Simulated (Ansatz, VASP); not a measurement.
**One calculation of AlN, two programs**

```xyz
4
Lattice="3.1130 0.0000 0.0000 -1.5565 2.6959 0.0000 0.0000 0.0000 4.9810" Properties=species:S:1:pos:R:3 pbc="T T T"
Al    1.5565    0.8986    2.4905
Al    0.0000    1.7973    0.0000
N     1.5565    0.8986    4.3833
N     0.0000    1.7973    1.8928
```

Alike in both runs: task relaxation of cell and atoms; functional RPBE; k mesh 10 × 10 × 6; occupations fermi-dirac, width 0.05 eV; no spin polarisation.

|  | VASP | Ansatz |
| --- | --- | --- |
| version | VASP 6.6.1 | Ansatz 0.2.0 |
| potentials or method | VASP PAW PBE potentials, release 64 (Al, N) | Ansatz PAW |
| plane-wave cutoff (eV) | 600 | 420 |
| valence electrons in the cell | 16 | 16 |

Ansatz gave:

```
relaxed volume (Å³/atom)                                     : 10.84
relaxed cell length with the largest relative difference (Å) : 3.149
```

Problem. Which values does VASP return?

Solution. Relaxed volume (Å³/atom): 10.80; relaxed cell length with the largest relative difference (Å): 3.145.

VASP's potentials were made for PBE, not for RPBE.

Noted on Ansatz's run: the plane-wave basis is chosen anew once the cell has moved, so the energies of steps on either side of that aren't comparable.
